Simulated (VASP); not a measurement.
# Si (P-3m1) in VASP: notebook

The runs below take Si through single point, with r2SCAN.

All numbers are computed with VASP 6.6.1; they aren't measurements. Logs are shortened: lines on timing, memory, paths and dates and some standing lists are left out, and cuts for length are marked.

### 1 The cell of the first run

Symmetry: P-3m1, No. 164, trigonal system. Conventional cell: a = 2.639 Å, b = 2.639 Å, c = 4.553 Å, α = 90.00°, β = 90.00°, γ = 120.00°. Si (site symmetry 3m) has 12 Si at 2.42 to 3.08 Å within 3.2 Å.

### 2 Single point, r2SCAN (atoms displaced along a vibrational mode)

POSCAR

```
Si
1.0
    2.6391948715      0.0000000000      0.0000000000
   -1.3195974358      2.2856098043      0.0000000000
    0.0000000000      0.0000000000      4.5531575356
Si
2
Direct
    0.3333333333      0.6666666667      0.2060744388
    0.6666666667      0.3333333333      0.7939255612
```

INCAR.step1

```
PREC = Accurate
ENCUT = 520
ISMEAR = 0
SIGMA = 0.15
LREAL = False
LASPH = True
NELM = 80
NBANDS = 11
GGA = PE
ALGO = Normal
EDIFF = 1E-4
LWAVE = True
LCHARG = False
```

INCAR.step2

```
PREC = Accurate
ENCUT = 520
EDIFF = 1E-6
ISMEAR = 0
SIGMA = 0.15
LREAL = False
LASPH = True
NELM = 80
ALGO = Normal
ISIF = 2
LWAVE = False
LCHARG = False
METAGGA = R2SCAN
LMIXTAU = True
NBANDS = 11
ISTART = 1
```

KPOINTS

```
Automatic mesh
0
Gamma
  24 24 14
```

Potentials or basis: VASP PAW PBE potentials, release 64 (Si).

Started as:

```bash
> cat potpaw_PBE.64/Si/POTCAR > POTCAR
> cp INCAR.step1 INCAR
> mpirun -np 1 vasp_std > vasp.out
> cp INCAR.step2 INCAR
> mpirun -np 1 vasp_std > vasp.out
```

OUTCAR:

```text
PREC = Accurate
   ENCUT = 520
   EDIFF = 1E-6
   ISMEAR = 0
   LREAL = False
   LASPH = True
   NELM = 80
   ISIF = 2
   METAGGA = R2SCAN
   ISTART = 1

 ion  position               nearest neighbor table
   1  0.333  0.667  0.206-   2 2.42   2 2.42   2 2.42   2 3.08   2 3.08   2 3.08
   2  0.667  0.333  0.794-   1 2.42   1 2.42   1 2.42   1 3.08   1 3.08   1 3.08

  LATTYP: Found a hexagonal cell.
 ALAT       =     2.6391948715
 C/A-ratio  =     1.7252070261

  Lattice vectors:

 A1 = (   2.6391948715,   0.0000000000,   0.0000000000)
 A2 = (  -1.3195974358,   2.2856098043,   0.0000000000)
 A3 = (   0.0000000000,   0.0000000000,   4.5531575356)

Analysis of symmetry for initial positions (statically):
=====================================================================
 Subroutine PRICEL returns:
 Original cell was already a primitive cell.

 Routine SETGRP: Setting up the symmetry group for a
 hexagonal supercell.

 Subroutine GETGRP returns: Found 12 space group operations
 (whereof 12 operations were pure point group operations)
 out of a pool of 24 trial point group operations.

The static configuration has the point symmetry D_3d.

Analysis of symmetry for dynamics (positions and initial velocities):
=====================================================================
 Subroutine PRICEL returns:
 Original cell was already a primitive cell.

 Routine SETGRP: Setting up the symmetry group for a
 hexagonal supercell.

 Subroutine GETGRP returns: Found 12 space group operations
 (whereof 12 operations were pure point group operations)
 out of a pool of 24 trial point group operations.

The dynamic configuration has the point symmetry D_3d.

 Subroutine INISYM returns: Found 12 space group operations
 (whereof 12 operations are pure point group operations),
 and found     1 'primitive' translations

----------------------------------------------------------------------------------------

                                     Primitive cell

  volume of cell :      27.4654

  direct lattice vectors                    reciprocal lattice vectors
     2.639194871  0.000000000  0.000000000     0.378903434  0.218760000  0.000000000
    -1.319597436  2.285609804  0.000000000     0.000000000  0.437519999  0.000000000
     0.000000000  0.000000000  4.553157536     0.000000000  0.000000000  0.219627806

  length of vectors
     2.639194871  2.639194872  4.553157536     0.437519999  0.437519999  0.219627806

  position of ions in fractional coordinates (direct lattice)
     0.333333333  0.666666667  0.206074439
     0.666666667  0.333333333  0.793925561

  ion indices of the primitive-cell ions
   primitive index   ion index
                 1           1
                 2           2

----------------------------------------------------------------------------------------

 KPOINTS: Automatic mesh

Automatic generation of k-mesh.
 Grid dimensions read from file:
 generate k-points for:   24   24   14

 Generating k-lattice:

  Cartesian coordinates                     Fractional coordinates (reciprocal lattice)
     0.015787643  0.009115000  0.000000000     0.041666667 -0.000000000  0.000000000
     0.000000000  0.018230000  0.000000000     0.000000000  0.041666667  0.000000000
     0.000000000  0.000000000  0.015687700     0.000000000  0.000000000  0.071428571

  Length of vectors
     0.018230000  0.018230000  0.015687700

  Shift w.r.t. Gamma in fractional coordinates (k-lattice)
     0.000000000  0.000000000  0.000000000

 Subroutine IBZKPT returns following result:
 ===========================================

 Found    776 irreducible k-points:

 Following reciprocal coordinates:
            Coordinates               Weight
  0.000000  0.000000  0.000000      1.000000
  0.041667  0.000000  0.000000      6.000000
  0.083333  0.000000  0.000000      6.000000
  0.125000  0.000000  0.000000      6.000000
  0.166667  0.000000  0.000000      6.000000
  0.208333  0.000000  0.000000      6.000000
[... 16 lines left out ...]
  0.416667  0.041667  0.000000     12.000000
  0.458333  0.041667  0.000000     12.000000
 [... further k-points ...]
   k-points           NKPTS =    776   k-points in BZ     NKDIM =    776   number of bands    NBANDS=     11
   number of dos      NEDOS =    301   number of ions     NIONS =      2
   total plane-waves  NPLWV =  14400
   dimension x,y,z NGX =    20 NGY =   20 NGZ =   36
   dimension x,y,z NGXF=    40 NGYF=   40 NGZF=   72
   ions per type =               2
   NGX,Y,Z   is equivalent  to a cutoff of  12.60, 12.60, 13.14 a.u.
   NGXF,Y,Z  is equivalent  to a cutoff of  25.20, 25.20, 26.29 a.u.
 SYSTEM =  unknown system
   PREC   = accura    normal or accurate (medium, high low for compatibility)
   ISTART =      1    job   : 0-new  1-cont  2-samecut
   ICHARG =      0    charge: 1-file 2-atom 10-const
   ISPIN  =      1    spin polarized calculation?
   LNONCOLLINEAR =      F non collinear calculations
   LSORBIT =      F    spin-orbit coupling
   LASPH  =      T    aspherical Exc in radial PAW
   ENCUT  =  520.0 eV  38.22 Ry    6.18 a.u.   4.91  4.91  8.47*2*pi/ulx,y,z
   NELM   =     80;   NELMIN=  2; NELMDL=  0     # of ELM steps
   EDIFF  = 0.1E-05   stopping-criterion for ELM
   LREAL  =      F    real-space projection
   EDIFFG = 0.1E-04   stopping-criterion for IOM
   NSW    =      0    number of steps for IOM
   IBRION =     -1    ionic relax: 0-MD 1-quasi-New 2-CG
   NFREE  =      0    steps in history (QN), initial steepest desc. (CG)
   ISIF   =      2    stress and relaxation
   ISYM   =      2    0-nonsym 1-usesym 2-fastsym
   POTIM  = 0.5000    time-step for ionic-motion
   TEBEG  =    0.0;   TEEND  =   0.0 temperature during run
   PSTRESS=    0.0 pullay stress
   NELECT =       8.0000    total number of electrons
   NUPDOWN=      -1.0000    fix difference up-down
   EMIN   =  10.00;   EMAX   =-10.00  energy-range for DOS
   EFERMI =   0.00;   METHOD = LEGACY
   ISMEAR =     0;   SIGMA  =   0.15  broadening in eV -4-tet -1-fermi 0-gaus
   EFERMI_NEDOS =   21; number of points for ismear=-14 and -15
   IALGO  =     38    algorithm
   IMIX   =      4    mixing-type and parameters
     AMIX     =   0.40;   BMIX     =  1.00
     AMIX_MAG =   1.60;   BMIX_MAG =  1.00
  volume/ion in A,a.u.               =      13.73        92.67
  Fermi-wavevector in a.u.,A,eV,Ry     =   1.085199  2.050729 16.022997  1.177657
  Thomas-Fermi vector in A             =   2.221307
   LORBIT       =      0    0 simple, 1 ext, 2 COOP (PROOUT), +10 PAW based schemes
   METAGGA = R2SCAN    functional components
   LHFCALC =     F    Hartree Fock is set to
   AEXX    =    0.0000 exact exchange contribution
   IVDW    =     0    specifies the selected vdW correction
   LEPSILON=     F    determine dielectric tensor
   LRPA    =     F    only Hartree local field effects (RPA)
 non-spin polarized calculation
 Gauss-broadening in eV      SIGMA  =   0.15
  energy-cutoff  :      520.00
  volume of cell :       27.47
 maximum number of plane-waves:       768
   NGX =  9   NGY =  9   NGZ = 17

 number of electron       8.0000001 magnetization

 Free energy of the ion-electron system (eV)
  ---------------------------------------------------
  ext. energy  EPLUGINS =         0.00000000
  ---------------------------------------------------
  free energy    TOTEN  =       -15.79652898 eV

  energy without entropy =      -15.78836898  energy(sigma->0) =      -15.79244898

 E-fermi :  10.7433     XC(G=0): -12.0808

 val. band max:       10.7413863463   @ k =   0.2083   0.1667   0.4286
 cond. band min:      10.7463418300   @ k =   0.2500   0.0000   0.4286
 fundamental gap:      0.0049554837
 Fermi energy:        10.7432893166

 k-point     1 :       0.0000    0.0000    0.0000
  band No.  band energies     occupation
      1      -5.6077      2.00000
      2       1.8774      2.00000
      3       3.3106      2.00000
      4      20.1487      0.00000
      5      20.1487      0.00000
      6      21.5610      0.00000
      7      21.5610      0.00000
      8      21.7828      0.00000
      9      22.4902      0.00000
     10      26.0043      0.00000
     11      26.3559      0.00000

 k-point     2 :       0.0417    0.0000    0.0000
  band No.  band energies     occupation
      1      -5.5567      2.00000
      2       1.9275      2.00000
      3       3.3592      2.00000
      4      19.1884      0.00000
      5      19.6187      0.00000
      6      21.3004      0.00000
      7      22.0061      0.00000
      8      22.1714      0.00000
      9      22.9960      0.00000
     10      25.3120      0.00000
     11      25.6713      0.00000

 k-point     3 :       0.0833    0.0000    0.0000
  band No.  band energies     occupation
      1      -5.4038      2.00000
      2       2.0776      2.00000
      3       3.5050      2.00000
      4      17.5038      0.00000
      5      18.7804      0.00000
      6      20.7694      0.00000
      7      22.2077      0.00000
      8      23.2278      0.00000
      9      23.3685      0.00000
     10      24.1611      0.00000
     11      24.8903      0.00000

 k-point     4 :       0.1250    0.0000    0.0000
  band No.  band energies     occupation
      1      -5.1492      2.00000
      2       2.3272      2.00000
      3       3.7479      2.00000
      4      15.6909      0.00000
      5      17.9683      0.00000
      6      20.1689      0.00000
      7      21.9106      0.00000
      8      22.3977      0.00000
      9      23.8512      0.00000
     10      24.2770      0.00000
     11      24.7407      0.00000
[... 239 lines left out ...]
 k-point    22 :       0.3750    0.0417    0.0000
  band No.  band energies     occupation
      1      -1.0253      2.00000
      2       4.7713      2.00000
      3       6.5491      2.00000
      4       7.6705      2.00000
      5      12.1336      0.00000
      6      13.7424      0.00000
      7      13.9341      0.00000
      8      18.0365      0.00000
      9      20.4144      0.00000
     10      22.9446      0.00000
     11      24.7345      0.00000

 k-point    23 :       0.4167    0.0417    0.0000
  band No.  band energies     occupation
      1      -0.0389      2.00000
      2       3.5079      2.00000
      3       7.4083      2.00000
      4       8.5543      2.00000
      5      10.8756      0.21227
      6      12.4913      0.00000
      7      13.7271      0.00000
      8      17.8607      0.00000
      9      20.2502      0.00000
     10      22.7590      0.00000
     11      24.6635      0.00000

 k-point    24 :       0.4583    0.0417    0.0000
  band No.  band energies     occupation
      1       1.0123      2.00000
      2       2.2917      2.00000
      3       8.3746      2.00000
      4       9.2579      2.00000
      5       9.8255      2.00000
      6      11.5062      0.00000
      7      13.6305      0.00000
      8      17.7723      0.00000
      9      20.1680      0.00000
     10      22.6654      0.00000
     11      24.6212      0.00000

 [... further k-points ...]

------------------------ aborting loop because EDIFF is reached ----------------------------------------

  FORCE on cell =-STRESS in cart. coord.  units (eV):
  Direction    XX          YY          ZZ          XY          YZ          ZX
  --------------------------------------------------------------------------------------
  -------------------------------------------------------------------------------------
  Total        1.2225035      1.2225035      3.1260361     -0.0000000      0.0000000      0.0000000
  in kB       71.3139458     71.3139458    182.3552834     -0.0000000      0.0000000      0.0000000
  external PRESSURE =     108.3277250 kB  Pullay stress =       0.0000000 kB

 VOLUME and BASIS-vectors are now :
 -----------------------------------------------------------------------------
  energy-cutoff  :      520.00
  volume of cell :       27.47
      direct lattice vectors                 reciprocal lattice vectors
     2.639194871  0.000000000  0.000000000     0.378903434  0.218760000  0.000000000
    -1.319597436  2.285609804  0.000000000     0.000000000  0.437519999  0.000000000
     0.000000000  0.000000000  4.553157536     0.000000000  0.000000000  0.219627806

 POSITION                                       TOTAL-FORCE (eV/Angst)
 -----------------------------------------------------------------------------------
     -0.00000      1.52374      0.93829        -0.000000      0.000000      2.162434
      1.31960      0.76187      3.61487         0.000000     -0.000000     -2.162434
 -----------------------------------------------------------------------------------
    total drift:                               -0.000000      0.000000      0.000000

  FREE ENERGIE OF THE ION-ELECTRON SYSTEM (eV)
  ---------------------------------------------------
  free  energy   TOTEN  =       -15.7965289785 eV

  energy  without entropy=      -15.7883689811  energy(sigma->0) =      -15.79244898
```

Wall time 5.5 min (1 thread of Intel Xeon Platinum 8488C (Sapphire Rapids), shared host); peak memory 0.28 GiB.

Results:

| Quantity | Value |
| --- | --- |
| Free energy | -15.7965 eV |
| Pressure | 10.8 GPa |
| Largest force | 2.162 eV/Å |
| Band gap on the k mesh | zero (bands 4 and 5 overlap by 12.72 eV) |

Forces in eV/Å, atoms in the order of the input:
```
Si   0.000  0.000  2.162
Si   0.000  0.000 -2.162
```

Caveat: the cell differs from its parent crystal (atoms displaced along a vibrational mode); the stress differs along the axes, from 7 to 18 GPa; the PAW data sets were made with another functional, which shifts forces and pressure a little.

### 3 Single point, r2SCAN (atoms displaced along a vibrational mode)

POSCAR

```
Si
1.0
    2.6391948715      0.0000000000      0.0000000000
   -1.3195974358      2.2856098043      0.0000000000
    0.0000000000      0.0000000000      4.5531575356
Si
2
Direct
    0.3333333333      0.6666666667      0.2829441709
    0.6666666667      0.3333333333      0.7170558291
```

INCAR.step1

```
SYSTEM = Si
ALGO     = Normal         ! electronic algorithm
EDIFF    = 1E-4           ! SCF threshold, eV
ENCUT    = 520            ! plane-wave cutoff, eV
GGA      = PE             ! functional
ISMEAR   = 0              ! smearing method
LASPH    = .True.         ! aspherical terms in the spheres
LCHARG   = .False.        ! write CHGCAR
LREAL    = .False.        ! projectors in reciprocal space
LWAVE    = .True.         ! write WAVECAR
NBANDS   = 11             ! bands
NELM     = 60             ! most SCF steps
PREC     = Accurate       ! precision mode
SIGMA    = 0.15           ! smearing width, eV
```

INCAR.step2

```
SYSTEM = Si
ALGO     = Normal         ! electronic algorithm
EDIFF    = 1E-6           ! SCF threshold, eV
ENCUT    = 520            ! plane-wave cutoff, eV
ISIF     = 2              ! what is computed and relaxed
ISMEAR   = 0              ! smearing method
ISTART   = 1            
LASPH    = .True.         ! aspherical terms in the spheres
LCHARG   = .True.         ! write CHGCAR
LELF     = .True.         ! ELF
LMIXTAU  = .True.       
LREAL    = .False.        ! projectors in reciprocal space
LVHAR    = .True.       
LWAVE    = .False.        ! write WAVECAR
METAGGA  = R2SCAN         ! meta-GGA
NBANDS   = 11             ! bands
NELM     = 60             ! most SCF steps
PREC     = Accurate       ! precision mode
SIGMA    = 0.15           ! smearing width, eV
```

KPOINTS

```
k-points
0
Gamma
  24 24 14
  0 0 0
```

Potentials or basis: VASP PAW PBE potentials, release 64 (Si).

Started as:

```bash
> cat potpaw_PBE.64/Si/POTCAR > POTCAR
> cp INCAR.step1 INCAR
> mpirun -np 1 vasp_std > vasp.out
> cp INCAR.step2 INCAR
> mpirun -np 1 vasp_std > vasp.out
```

Wall time 5.7 min (1 thread of Intel Xeon Platinum 8488C (Sapphire Rapids), shared host); peak memory 0.29 GiB.

It converged, with:

* Free energy: -15.9695 eV
* Pressure: 6.0 GPa
* Largest force: 1.336 eV/Å
* Band gap on the k mesh: zero (bands 4 and 5 overlap by 13.01 eV)

Forces in eV/Å, atoms in the order of the input:
```
Si   0.000  0.000 -1.336
Si   0.000  0.000  1.336
```

Stress tensor (GPa, compression positive):
```
 3.82  0.00  0.00
 0.00  3.82  0.00
 0.00  0.00 10.47
```

Levels at points of the mesh, in eV from the Fermi level:
```csv
k point,band 1,band 2,band 3,band 4,band 5,band 6,band 7,band 8,band 9
"(0.00, 0.00, 0.00)",-16.15,-8.92,-7.70,9.76,9.76,11.05,11.05,11.13,11.56
"(0.50, 0.00, 0.00)",-9.16,-8.66,-2.17,-1.57,-1.37,0.26,3.95,6.37,9.89
"(0.00, 0.00, 0.50)",-15.24,-12.80,-0.41,1.33,10.34,10.34,11.73,11.73,13.07
"(0.50, 0.00, 0.50)",-8.32,-7.85,-5.71,-5.34,4.63,5.62,5.85,6.93,7.17
```

Caveat: the cell differs from its parent crystal (atoms displaced along a vibrational mode); the stress differs along the axes, from 4 to 10 GPa; the PAW data sets were made with another functional, which shifts forces and pressure a little.

### 4 Single point, r2SCAN (atoms displaced along a vibrational mode)

POSCAR

```
Si
1.0
    2.6391948715      0.0000000000      0.0000000000
   -1.3195974358      2.2856098043      0.0000000000
    0.0000000000      0.0000000000      4.5531575356
Si
2
Direct
    0.3333333333      0.6666666667      0.2280372194
    0.6666666667      0.3333333333      0.7719627806
```

INCAR.step1

```
PREC = Accurate
ENCUT = 520
ISMEAR = 0
SIGMA = 0.15
LREAL = F
LASPH = T
NELM = 100
NBANDS = 11
GGA = PE
ALGO = Normal
EDIFF = 1E-4
LWAVE = T
LCHARG = F
```

INCAR.step2

```
PREC = Accurate
ENCUT = 520
EDIFF = 1E-6
ISMEAR = 0
SIGMA = 0.15
LREAL = F
LASPH = T
NELM = 100
ALGO = Normal
ISIF = 2
LWAVE = F
LCHARG = T
METAGGA = R2SCAN
LMIXTAU = T
LELF = T
LVHAR = T
NBANDS = 11
ISTART = 1
```

KPOINTS

```
regular mesh
0
Gamma
  24 24 14
```

Started as:

```bash
> cat potpaw_PBE.64/Si/POTCAR > POTCAR
> cp INCAR.step1 INCAR
> mpirun -np 1 vasp_std > vasp.out
> cp INCAR.step2 INCAR
> mpirun -np 1 vasp_std > vasp.out
```

It took 5.8 min on 1 thread of Intel Xeon Platinum 8488C (Sapphire Rapids), shared host; peak memory 0.29 GiB.

It converged, with:

| Quantity | Value |
| --- | --- |
| Free energy | -16.0722 eV |
| Pressure | 2.7 GPa |
| Largest force | 0.748 eV/Å |
| Band gap on the k mesh | zero (bands 4 and 5 overlap by 13.64 eV) |

Forces on the atoms (eV/Å):
```
Si   0.000  0.000  0.748
Si   0.000  0.000 -0.748
```

Stress tensor (GPa, compression positive):
```
1.66 0.00 0.00
0.00 1.66 0.00
0.00 0.00 4.72
```

Levels at points of the mesh, in eV from the Fermi level:
| k point | band 1 | band 2 | band 3 | band 4 | band 5 | band 6 | band 7 | band 8 |
| --- | --- | --- | --- | --- | --- | --- | --- | --- |
| (0.00, 0.00, 0.00) | -16.03 | -8.99 | -7.93 | 9.99 | 9.99 | 11.14 | 11.19 | 11.19 |
| (0.50, 0.00, 0.00) | -9.01 | -8.53 | -2.24 | -1.63 | -1.58 | 0.01 | 4.14 | 6.49 |
| (0.00, 0.00, 0.50) | -14.86 | -13.23 | -0.26 | 0.93 | 10.80 | 10.80 | 11.99 | 11.99 |
| (0.50, 0.00, 0.50) | -7.93 | -7.49 | -6.13 | -5.76 | 5.05 | 5.77 | 6.04 | 6.75 |

Caveat: the cell differs from its parent crystal (atoms displaced along a vibrational mode); the PAW data sets were made with another functional, which shifts forces and pressure a little.

### 5 Summary

```tsv
cell	gap on the mesh (eV)	pressure (GPa)	largest force (eV/Å)
as given, atomic positions A	none	10.8	2.16
as given, atomic positions B	none	6.0	1.34
as given, atomic positions C	none	2.7	0.75
```

Alike in all rows: task single point; level r2SCAN; potentials or basis VASP PAW PBE potentials, release 64 (Si); no spin polarisation; k mesh 24 × 24 × 14; cutoff (eV) 520; smearing gaussian 0.15 eV.

Caveats: the PAW data sets were made with another functional, which shifts forces and pressure a little; the stress differs along the axes, from 7 to 18 GPa (at least some runs); the stress differs along the axes, from 4 to 10 GPa (at least some runs).

Total energies depend on the potentials used, so only differences within one code and one set of settings carry meaning.
